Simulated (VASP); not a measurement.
# Mn (Fd-3m) in VASP: further runs

Mn is run at these levels: r2SCAN; tasks: single point.

Program: VASP 6.6.1. These are calculated values, not measurements. Logs are shortened: lines on timing, memory, paths and dates and some standing lists are left out, and cuts for length are marked.

### 1 The cell of the first run

Symmetry: Fd-3m, No. 227, cubic system. Conventional cell: a = 4.895 Å, b = 4.895 Å, c = 4.895 Å, α = 90.00°, β = 90.00°, γ = 90.00°. Mn (site symmetry -43m) has 4 Mn at 2.12 Å within 2.8 Å.

This isn't the form of Mn at room conditions, which is a 58-atom cubic cell.

### 2 Single point, r2SCAN, collinear spin, antiferromagnetic start (14.66 Å³/atom)

POSCAR reads:

```
Mn
1.0
    0.0000000000      2.4473900657      2.4473900657
    2.4473900657      0.0000000000      2.4473900657
    2.4473900657      2.4473900657      0.0000000000
Mn
2
Direct
    0.1250000000      0.1250000000      0.1250000000
    0.8750000000      0.8750000000      0.8750000000
```

INCAR.step1 reads:

```
ALGO = Normal
EDIFF = 1E-4
ENCUT = 520
GGA = PE
ISMEAR = -1
ISPIN = 2
LASPH = True
LCHARG = False
LMAXMIX = 4
LREAL = False
LWAVE = True
MAGMOM = -2.264 2.264
NBANDS = 24
NELM = 150
PREC = Accurate
SIGMA = 0.05
```

INCAR.step2 reads:

```
ALGO = Normal
EDIFF = 1E-6
ENCUT = 520
ISIF = 2
ISMEAR = -1
ISPIN = 2
ISTART = 1
LASPH = True
LCHARG = False
LMAXMIX = 4
LMIXTAU = True
LORBIT = 11
LREAL = False
LWAVE = False
MAGMOM = -2.264 2.264
METAGGA = R2SCAN
NBANDS = 24
NELM = 150
PREC = Accurate
SIGMA = 0.05
```

KPOINTS reads:

```
k-points
0
Gamma
  13 13 13
```

Potentials or basis: VASP PAW PBE potentials, release 64 (Mn_pv).

On the command line:

```
cat potpaw_PBE.64/Mn_pv/POTCAR > POTCAR
cp INCAR.step1 INCAR
mpirun -np 1 vasp_std > vasp.out
cp INCAR.step2 INCAR
mpirun -np 1 vasp_std > vasp.out
```

OUTCAR:

```text
EDIFF = 1E-6
   ENCUT = 520
   ISIF = 2
   ISMEAR = -1
   ISPIN = 2
   ISTART = 1
   LASPH = True
   LORBIT = 11
   LREAL = False
   METAGGA = R2SCAN
   NELM = 150
   PREC = Accurate

 ion  position               nearest neighbor table
   1  0.125  0.125  0.125-   2 2.12   2 2.12   2 2.12   2 2.12
   2  0.875  0.875  0.875-   1 2.12   1 2.12   1 2.12   1 2.12

  LATTYP: Found a face centered cubic cell.
 ALAT       =     4.8947801314

  Lattice vectors:

 A1 = (   0.0000000000,   2.4473900657,   2.4473900657)
 A2 = (   2.4473900657,   0.0000000000,   2.4473900657)
 A3 = (   2.4473900657,   2.4473900657,   0.0000000000)

Analysis of symmetry for initial positions (statically):
=====================================================================
 Subroutine PRICEL returns:
 Original cell was already a primitive cell.

 Routine SETGRP: Setting up the symmetry group for a
 face centered cubic supercell.

 Subroutine GETGRP returns: Found 48 space group operations
 (whereof 12 operations were pure point group operations)
 out of a pool of 48 trial point group operations.

The static configuration has the point symmetry D_3d.
 The point group associated with its full space group is O_h .

Analysis of symmetry for dynamics (positions and initial velocities):
=====================================================================
 Subroutine PRICEL returns:
 Original cell was already a primitive cell.

 Routine SETGRP: Setting up the symmetry group for a
 face centered cubic supercell.

 Subroutine GETGRP returns: Found 48 space group operations
 (whereof 12 operations were pure point group operations)
 out of a pool of 48 trial point group operations.

The dynamic configuration has the point symmetry D_3d.
 The point group associated with its full space group is O_h .

Analysis of structural, dynamic, and magnetic symmetry:
=====================================================================
 Subroutine PRICEL returns:
 Original cell was already a primitive cell.

 Routine SETGRP: Setting up the symmetry group for a
 face centered cubic supercell.

 Subroutine GETGRP returns: Found 48 space group operations
 (whereof 12 operations were pure point group operations)
 out of a pool of 48 trial point group operations.

The overall configuration has the point symmetry D_3d.
 The point group associated with its full space group is O_h .

 Subroutine INISYM returns: Found 48 space group operations
 (whereof 12 operations are pure point group operations),
 and found     1 'primitive' translations

[... 118 lines left out ...]
   LORBIT       =     11    0 simple, 1 ext, 2 COOP (PROOUT), +10 PAW based schemes
   METAGGA = R2SCAN    functional components
   LHFCALC =     F    Hartree Fock is set to
   AEXX    =    0.0000 exact exchange contribution
   IVDW    =     0    specifies the selected vdW correction
   LEPSILON=     F    determine dielectric tensor
   LRPA    =     F    only Hartree local field effects (RPA)
 spin polarized calculation
  energy-cutoff  :      520.00
  volume of cell :       29.32
 maximum number of plane-waves:       809
 NGX is ok and might be reduce to    28
   NGX = 13   NGY = 13   NGZ = 13

 number of electron      25.9999995 magnetization       0.0000000

 number of electron      25.9999995 magnetization      -0.0000000

 Free energy of the ion-electron system (eV)
  ---------------------------------------------------
  ext. energy  EPLUGINS =         0.00000000
  ---------------------------------------------------
  free energy    TOTEN  =       -26.46299639 eV

  energy without entropy =      -26.46013065  energy(sigma->0) =      -26.46156352

 E-fermi :   7.3494     XC(G=0): -12.8621

 val. band max:        7.3213878259   @ k =   0.0769   0.0769   0.0000
 cond. band min:       7.3736448484   @ k =   0.0769   0.0000   0.0000
 fundamental gap:      0.0522570225
 Fermi energy:         7.3493633530

 spin component 1

 k-point     1 :       0.0000    0.0000    0.0000
  band No.  band energies     occupation
      1     -44.4974      1.00000
      2     -44.4974      1.00000
      3     -44.4973      1.00000
      4     -40.9959      1.00000
      5     -40.9959      1.00000
      6     -40.9959      1.00000
[... 637 lines left out ...]
     23      24.5298      0.00000
     24      25.8600      0.00000

 [... further k-points ...]

 spin component 2

 k-point     1 :       0.0000    0.0000    0.0000
  band No.  band energies     occupation
      1     -44.4974      1.00000
      2     -44.4974      1.00000
      3     -44.4973      1.00000
      4     -40.9959      1.00000
      5     -40.9959      1.00000
      6     -40.9959      1.00000
[... 637 lines left out ...]
     23      24.5297      0.00000
     24      25.8600      0.00000

 [... further k-points ...]

------------------------ aborting loop because EDIFF is reached ----------------------------------------

  FORCE on cell =-STRESS in cart. coord.  units (eV):
  Direction    XX          YY          ZZ          XY          YZ          ZX
  --------------------------------------------------------------------------------------
  -------------------------------------------------------------------------------------
  Total        4.2797962      4.2797962      4.2797962      0.0000000     -0.0000000      0.0000000
  in kB      233.8805468    233.8805468    233.8805468      0.0000000     -0.0000000      0.0000000
  external PRESSURE =     233.8805468 kB  Pullay stress =       0.0000000 kB

 VOLUME and BASIS-vectors are now :
 -----------------------------------------------------------------------------
  energy-cutoff  :      520.00
  volume of cell :       29.32
      direct lattice vectors                 reciprocal lattice vectors
     0.000000000  2.447390066  2.447390066    -0.204299268  0.204299268  0.204299268
     2.447390066  0.000000000  2.447390066     0.204299268 -0.204299268  0.204299268
     2.447390066  2.447390066  0.000000000     0.204299268  0.204299268 -0.204299268

 POSITION                                       TOTAL-FORCE (eV/Angst)
 -----------------------------------------------------------------------------------
      0.61185      0.61185      0.61185         0.000000     -0.000000      0.000000
      4.28293      4.28293      4.28293        -0.000000      0.000000     -0.000000
 -----------------------------------------------------------------------------------
    total drift:                                0.000000     -0.000000     -0.000000

  FREE ENERGIE OF THE ION-ELECTRON SYSTEM (eV)
  ---------------------------------------------------
  free  energy   TOTEN  =       -26.4629963892 eV

  energy  without entropy=      -26.4601306465  energy(sigma->0) =      -26.46156352

 total charge

# of ion       s       p       d       tot
------------------------------------------
    1        0.545   6.304   5.269  12.117
    2        0.545   6.304   5.269  12.117
--------------------------------------------------
tot          1.089  12.607  10.537  24.234

 magnetization (x)

# of ion       s       p       d       tot
------------------------------------------
    1       -0.072   0.015  -2.437  -2.494
    2        0.072  -0.015   2.437   2.494
--------------------------------------------------
tot          0.000   0.000   0.000   0.000
```

OUTCAR.step1:

```text
EDIFF = 1E-4
   ENCUT = 520
   GGA = PE
   ISMEAR = -1
   ISPIN = 2
[... 1543 lines left out ...]
      0.61185      0.61185      0.61185        -0.000000      0.000000     -0.000000
      4.28293      4.28293      4.28293         0.000000     -0.000000      0.000000
 -----------------------------------------------------------------------------------
    total drift:                                0.000000      0.000000     -0.000000

  FREE ENERGIE OF THE ION-ELECTRON SYSTEM (eV)
  ---------------------------------------------------
  free  energy   TOTEN  =       -15.2521563954 eV

  energy  without entropy=      -15.2464690943  energy(sigma->0) =      -15.24931274
```

OSZICAR.step1:

```text
N       E                     dE             d eps       ncg     rms          rms(c)
DAV:   1     0.266113857384E+03    0.26611E+03   -0.15407E+04  8080   0.143E+03
DAV:   2    -0.569916365180E+01   -0.27181E+03   -0.25964E+03  8256   0.396E+02
DAV:   3    -0.162646455254E+02   -0.10565E+02   -0.10530E+02  9344   0.916E+01
DAV:   4    -0.163770451605E+02   -0.11240E+00   -0.11239E+00  9120   0.914E+00
DAV:   5    -0.163793617543E+02   -0.23166E-02   -0.23166E-02  9272   0.131E+00    0.136E+01
DAV:   6    -0.152695505190E+02    0.11098E+01   -0.50774E+00  9200   0.276E+01    0.579E+00
DAV:   7    -0.152559504891E+02    0.13600E-01   -0.32516E-01  9032   0.678E+00    0.286E+00
DAV:   8    -0.152554587894E+02    0.49170E-03   -0.92763E-03  9392   0.109E+00    0.113E+00
DAV:   9    -0.152519289049E+02    0.35299E-02   -0.17638E-02  9112   0.110E+00    0.171E-01
DAV:  10    -0.152521550839E+02   -0.22618E-03   -0.15984E-03  8672   0.409E-01    0.756E-02
DAV:  11    -0.152521563954E+02   -0.13115E-05   -0.35557E-05  4752   0.656E-02
   1 F= -.15252156E+02 E0= -.15249313E+02  d E =-.568730E-02  mag=    -0.0000
```

Wall time 13 min (1 thread of Intel Xeon 8259CL, shared host); peak memory 0.24 GiB.

What came out:

```
Free energy                                           : -26.4630 eV
Pressure                                              : 23.4 GPa
Band gap on the k mesh                                : zero (filled and empty bands touch)
Net moment                                            : 0.00 μB per cell
Site moments                                          : Mn -2.49, +2.49 μB
Valence electrons inside the program's atomic spheres : Mn 12.12
```

Caveat: the cell stands under pressure; the PAW data sets were made with another functional, which shifts forces and pressure a little.

### 3 Single point, r2SCAN, collinear spin, antiferromagnetic start (15.25 Å³/atom)

This run uses another cell than the first one, of 15.25 Å³/atom.

POSCAR reads:

```
Mn
1.0
    0.0000000000      2.4795962598      2.4795962598
    2.4795962598      0.0000000000      2.4795962598
    2.4795962598      2.4795962598      0.0000000000
Mn
2
Direct
    0.1250000000      0.1250000000      0.1250000000
    0.8750000000      0.8750000000      0.8750000000
```

INCAR.step1 reads:

```
PREC = Accurate
ENCUT = 520
ISMEAR = -1
SIGMA = 0.05
LREAL = F
LASPH = T
NELM = 150
ISPIN = 2
MAGMOM = -2.264 2.264
LMAXMIX = 4
NBANDS = 24
GGA = PE
ALGO = Normal
EDIFF = 1E-4
LWAVE = T
LCHARG = F
```

INCAR.step2 reads:

```
PREC = Accurate
ENCUT = 520
EDIFF = 1E-6
ISMEAR = -1
SIGMA = 0.05
LREAL = F
LASPH = T
NELM = 150
ALGO = Normal
ISIF = 2
LWAVE = F
LCHARG = F
ISPIN = 2
MAGMOM = -2.264 2.264
LORBIT = 11
LMAXMIX = 4
METAGGA = R2SCAN
LMIXTAU = T
NBANDS = 24
ISTART = 1
```

KPOINTS reads:

```
Automatic mesh
0
Gamma
  13 13 13
```

Potentials or basis: VASP PAW PBE potentials, release 64 (Mn_pv).

On the command line:

```
cat potpaw_PBE.64/Mn_pv/POTCAR > POTCAR
cp INCAR.step1 INCAR
mpirun -np 1 vasp_std > vasp.out
cp INCAR.step2 INCAR
mpirun -np 1 vasp_std > vasp.out
```

OUTCAR:

```text
PREC = Accurate
   ENCUT = 520
   EDIFF = 1E-6
   ISMEAR = -1
   LREAL = F
   LASPH = T
   NELM = 150
   ISIF = 2
   ISPIN = 2
   LORBIT = 11
   METAGGA = R2SCAN
   ISTART = 1

 ion  position               nearest neighbor table
   1  0.125  0.125  0.125-   2 2.15   2 2.15   2 2.15   2 2.15
   2  0.875  0.875  0.875-   1 2.15   1 2.15   1 2.15   1 2.15

  LATTYP: Found a face centered cubic cell.
 ALAT       =     4.9591925196

  Lattice vectors:

 A1 = (   0.0000000000,   2.4795962598,   2.4795962598)
 A2 = (   2.4795962598,   0.0000000000,   2.4795962598)
 A3 = (   2.4795962598,   2.4795962598,   0.0000000000)

Analysis of symmetry for initial positions (statically):
=====================================================================
 Subroutine PRICEL returns:
 Original cell was already a primitive cell.

 Routine SETGRP: Setting up the symmetry group for a
 face centered cubic supercell.

[... 850 lines left out ...]
      3     -44.9912      1.00000
      4     -41.2771      1.00000
      5     -41.2771      1.00000
      6     -41.2771      1.00000
[... 637 lines left out ...]
     23      23.7007      0.00000
     24      24.9710      0.00000

 [... further k-points ...]

------------------------ aborting loop because EDIFF is reached ----------------------------------------

  FORCE on cell =-STRESS in cart. coord.  units (eV):
  Direction    XX          YY          ZZ          XY          YZ          ZX
  --------------------------------------------------------------------------------------
  -------------------------------------------------------------------------------------
  Total        3.6226433      3.6226433      3.6226433     -0.0000000      0.0000000      0.0000000
  in kB      190.3545425    190.3545425    190.3545425     -0.0000000      0.0000000      0.0000000
  external PRESSURE =     190.3545425 kB  Pullay stress =       0.0000000 kB

 VOLUME and BASIS-vectors are now :
 -----------------------------------------------------------------------------
  energy-cutoff  :      520.00
  volume of cell :       30.49
      direct lattice vectors                 reciprocal lattice vectors
     0.000000000  2.479596260  2.479596260    -0.201645731  0.201645731  0.201645731
     2.479596260  0.000000000  2.479596260     0.201645731 -0.201645731  0.201645731
     2.479596260  2.479596260  0.000000000     0.201645731  0.201645731 -0.201645731

 POSITION                                       TOTAL-FORCE (eV/Angst)
 -----------------------------------------------------------------------------------
      0.61990      0.61990      0.61990        -0.000000      0.000000      0.000000
      4.33929      4.33929      4.33929         0.000000     -0.000000     -0.000000
 -----------------------------------------------------------------------------------
    total drift:                                0.000000     -0.000000     -0.000000

  FREE ENERGIE OF THE ION-ELECTRON SYSTEM (eV)
  ---------------------------------------------------
  free  energy   TOTEN  =       -26.6180632713 eV

  energy  without entropy=      -26.6150470110  energy(sigma->0) =      -26.61655514

 total charge

# of ion       s       p       d       tot
------------------------------------------
    1        0.536   6.290   5.222  12.047
    2        0.536   6.290   5.222  12.047
--------------------------------------------------
tot          1.071  12.579  10.443  24.094

 magnetization (x)

# of ion       s       p       d       tot
------------------------------------------
    1       -0.079   0.013  -2.604  -2.669
    2        0.079  -0.013   2.604   2.669
--------------------------------------------------
tot          0.000   0.000   0.000   0.000
```

OSZICAR.step1:

```text
N       E                     dE             d eps       ncg     rms          rms(c)
DAV:   1     0.268196681803E+03    0.26820E+03   -0.15373E+04  8072   0.141E+03
DAV:   2    -0.578835013866E+01   -0.27399E+03   -0.26196E+03  8136   0.397E+02
DAV:   3    -0.164348335764E+02   -0.10646E+02   -0.10607E+02  9496   0.917E+01
DAV:   4    -0.165510657656E+02   -0.11623E+00   -0.11622E+00  8984   0.926E+00
DAV:   5    -0.165535110723E+02   -0.24453E-02   -0.24453E-02  9376   0.134E+00    0.131E+01
DAV:   6    -0.153666302861E+02    0.11869E+01   -0.55712E+00  9216   0.286E+01    0.590E+00
DAV:   7    -0.153347651867E+02    0.31865E-01   -0.39037E-01  9024   0.747E+00    0.274E+00
DAV:   8    -0.153336486402E+02    0.11165E-02   -0.72498E-03  9200   0.895E-01    0.104E+00
DAV:   9    -0.153295204858E+02    0.41282E-02   -0.52368E-03  8712   0.694E-01    0.160E-01
DAV:  10    -0.153296763497E+02   -0.15586E-03   -0.54911E-04  9064   0.254E-01    0.448E-02
DAV:  11    -0.153296800551E+02   -0.37054E-05   -0.32450E-05  4432   0.424E-02
   1 F= -.15329680E+02 E0= -.15327083E+02  d E =-.519479E-02  mag=    -0.0000
```

It took 13 min on 1 thread of Intel Xeon 8259CL, shared host; peak memory 0.24 GiB.

Results:

```yaml
Free_energy: -26.6181 eV
Pressure: 19.0 GPa
Band_gap_on_the_k_mesh: zero (filled and empty bands touch)
Net_moment: 0.00 μB per cell
Site_moments: Mn -2.67, +2.67 μB
Valence_electrons_inside_the_program's_atomic_spheres: Mn 12.05
```

Caveat: the cell stands under pressure; the PAW data sets were made with another functional, which shifts forces and pressure a little.

### 4 Single point, r2SCAN, collinear spin, antiferromagnetic start (15.83 Å³/atom)

This run uses another cell than the first one, of 15.83 Å³/atom.

POSCAR reads:

```
Mn
1.0
    0.0000000000      2.5109868866      2.5109868866
    2.5109868866      0.0000000000      2.5109868866
    2.5109868866      2.5109868866      0.0000000000
Mn
2
Direct
    0.1250000000      0.1250000000      0.1250000000
    0.8750000000      0.8750000000      0.8750000000
```

INCAR.step1 reads:

```
SYSTEM = Mn
PREC = Accurate ; ENCUT = 520
ISMEAR = -1 ; SIGMA = 0.05
LREAL = .False. ; LASPH = .True.
NELM = 150 ; ISPIN = 2
MAGMOM = -2.264 2.264 ; LMAXMIX = 4
NBANDS = 24 ; GGA = PE
ALGO = Normal ; EDIFF = 1E-4
LWAVE = .True. ; LCHARG = .False.
```

INCAR.step2 reads:

```
SYSTEM = Mn
PREC = Accurate ; ENCUT = 520
EDIFF = 1E-7 ; ISMEAR = -1
SIGMA = 0.05 ; LREAL = .False.
LASPH = .True. ; NELM = 150
ALGO = Normal ; ISIF = 2
LWAVE = .False. ; LCHARG = .False.
ISPIN = 2 ; MAGMOM = -2.264 2.264
LORBIT = 11 ; LMAXMIX = 4
METAGGA = R2SCAN ; LMIXTAU = .True.
NBANDS = 24 ; ISTART = 1
```

KPOINTS reads:

```
Automatic mesh
0
Gamma
  13 13 13
  0 0 0
```

On the command line:

```
cat potpaw_PBE.64/Mn_pv/POTCAR > POTCAR
cp INCAR.step1 INCAR
mpirun -np 1 vasp_std > vasp.out
cp INCAR.step2 INCAR
mpirun -np 1 vasp_std > vasp.out
```

Run time: 14 min. Hardware: 1 thread of Intel Xeon 8259CL, shared host; peak memory 0.24 GiB.

Results (log left out):

* Free energy: -26.7444 eV
* Pressure: 15.5 GPa
* Band gap on the k mesh: zero (filled and empty bands touch)
* Net moment: 0.00 μB per cell
* Site moments: Mn -2.83, +2.83 μB
* Valence electrons inside the program's atomic spheres: Mn 11.98

Levels at points of the mesh, in eV from the Fermi level:
Spin up:
```tsv
k point	band 10	band 11	band 12	band 13	band 14	band 15	band 16	band 17
(0.00, 0.00, 0.00)	-3.52	-3.52	-3.52	0.10	0.10	0.10	2.08	2.08
```
Spin down:
```csv
k point,band 11,band 12,band 13,band 14,band 15,band 16
"(0.00, 0.00, 0.00)",-3.52,-3.52,0.10,0.10,0.10,2.08
```

Caveat: the cell stands under pressure; the PAW data sets were made with another functional, which shifts forces and pressure a little.

### 5 Summary

```csv
cell,gap on the mesh (eV),pressure (GPa),moment (μB)
"a = 3.461 Å, angles 60.0°, 2 atoms",none,23.4,0.00
"a = 3.507 Å, angles 60.0°, 2 atoms",none,19.0,0.00
"a = 3.551 Å, angles 60.0°, 2 atoms",none,15.5,0.00
```

Alike in all rows: task single point; level r2SCAN; potentials or basis VASP PAW PBE potentials, release 64 (Mn_pv); spin collinear, antiferromagnetic start; k mesh 13 × 13 × 13; cutoff (eV) 520; smearing fermi-dirac 0.05 eV.

Caveats: the cell stands under pressure; the PAW data sets were made with another functional, which shifts forces and pressure a little.

Absolute energies hang on the potentials; compare differences alone.
